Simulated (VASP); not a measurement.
Ti3SnO8, 12 atoms in the cell. Symmetry: Cmmm, No. 65, orthorhombic system. The conventional cell has a = 6.634 Å, b = 6.634 Å, c = 6.074 Å, α = 90.00°, β = 90.00°, γ = 90.00°. Within 2.6 Å of Ti (site symmetry mm2) lie 6 O at 1.96 to 1.99 Å. Within 2.6 Å of Ti (site symmetry mmm) lie 6 O at 1.96 to 2.03 Å. O (site symmetry m) has 2 Ti at 1.96 to 1.99 Å and 1 Sn at 2.08 Å and 10 O at 2.65 to 2.94 Å within 3.0 Å. O (site symmetry 2mm) has 3 Ti at 1.96 to 2.03 Å and 1 O at 2.57 Å within 2.6 Å. O (site symmetry 2mm) has 2 Ti at 1.99 Å and 1 Sn at 2.08 Å and 1 O at 2.48 Å within 2.6 Å. Within 2.7 Å of Sn (site symmetry mmm) lie 6 O at 2.08 Å. 

```yaml
Program: VASP 6.6.1
Task: single point
Functional: PBE
Potentials_or_basis: VASP PAW PBE potentials, release 64 (Ti_sv, O, Sn_d)
Cutoff: 520 eV
k_mesh: 6 × 6 × 4
Occupations: fermi-dirac, width 0.02 eV
Spin: no spin polarisation
Dipole_correction: no
Further_INCAR_settings: ALGO = Normal; EDIFF = 1e-06; NBANDS = 61
```

Potentials or basis: VASP PAW PBE potentials, release 64 (Ti_sv, O, Sn_d).

Run with:

```sh
$ cat potpaw_PBE.64/Ti_sv/POTCAR potpaw_PBE.64/O/POTCAR potpaw_PBE.64/Sn_d/POTCAR > POTCAR
$ mpirun -np 1 vasp_std > vasp.out
```

Hardware: 1 thread of AMD EPYC 7571, on a shared host.

Question: How long does it take, and how much memory?

Answer: It took 19 min on 1 thread of AMD EPYC 7571 (shared host), peak memory 0.38 GiB. Counts: scf iterations 17, k points 39.
